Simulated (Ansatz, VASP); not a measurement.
LiCl in VASP and in Ansatz

The input POSCAR:

```
LiCl
1.0
    4.1618736060      0.0000000000      0.0000000000
   -2.0809368030      3.6042882701      0.0000000000
    0.0000000000      0.0000000000      5.1210925909
Li Cl
2 2
Direct
    0.3333333333      0.6666666667      0.2500000000
    0.6666666667      0.3333333333      0.7500000000
    0.6666666667      0.3333333333      0.2500000000
    0.3333333333      0.6666666667      0.7500000000
```

File INCAR.step1:

```
SYSTEM = LiCl
  ALGO = Normal
  EDIFF = 1E-4
  ENCUT = 520
  GGA = PE
  ISMEAR = 0
  LASPH = .True.
  LCHARG = .False.
  LREAL = .False.
  LWAVE = .True.
  NBANDS = 18
  NELM = 80
  PREC = Accurate
  SIGMA = 0.01
```

INCAR.step2

```
SYSTEM = LiCl
  ALGO = Normal
  EDIFF = 1E-6
  ENCUT = 520
  ISIF = 2
  ISMEAR = 0
  ISTART = 1
  LASPH = .True.
  LCHARG = .False.
  LMIXTAU = .True.
  LREAL = .False.
  LWAVE = .False.
  METAGGA = R2SCAN
  NBANDS = 18
  NELM = 80
  PREC = Accurate
  SIGMA = 0.01
```

KPOINTS

```
k-points
0
Gamma
  12 12 6
  0 0 0
```

Input for Ansatz:

```yaml
crystal:
  lattice:
    - [4.161873606, 0.0, 0.0]
    - [-2.080936803, 3.6042882701, 0.0]
    - [0.0, 0.0, 5.1210925909]
  atoms:
    - { symbol: Li, position: [0.3333333333, 0.6666666667, 0.25] }
    - { symbol: Li, position: [0.6666666667, 0.3333333333, 0.75] }
    - { symbol: Cl, position: [0.6666666667, 0.3333333333, 0.25] }
    - { symbol: Cl, position: [0.3333333333, 0.6666666667, 0.75] }
kpoints:
  mp_grid: { grid: [12, 12, 6] }
  band_path:
    path:
      - [0.0, 0.0, 0.0]
      - [0.5, 0.0, 0.0]
      - [0.3333333333, 0.3333333333, 0.0]
      - [0.0, 0.0, 0.5]
      - [0.5, 0.0, 0.5]
      - [0.3333333333, 0.3333333333, 0.5]
    npoints: 1
hamiltonian:
  xc: r2scan
scf:
  occupations: { method: fixed }
  n_extra_bands: 5
output:
  forces: true
  stress: true
  eigenvalues: true
```

Change from the starting cell: uniaxial_z strain -2.1%.

Alike in both runs: task single point; functional r2SCAN; k mesh 12 × 12 × 6; no spin polarisation.

|  | VASP | Ansatz |
| --- | --- | --- |
| version | VASP 6.6.1 | Ansatz 0.2.0 |
| potentials or method | VASP PAW PBE potentials, release 64 (Li_sv, Cl) | plane waves, PAW |
| plane-wave cutoff (eV) | 520 | 500 |
| occupations | gaussian, width 0.01 eV | fixed |
| valence electrons in the cell | 20 | 20 |

Ansatz gave:

| Property | Result |
| --- | --- |
| gap on the k mesh at the Fermi level (eV) | 6.39 |

**Question.** Which values does VASP return?

**Answer.** gap on the k mesh at the Fermi level (eV): 6.45.

VASP's potentials were made for PBE, not for r2SCAN.

Noted on VASP's run: the cutoff is under 1.25 times that of the potentials, so the pressure is a little rough.
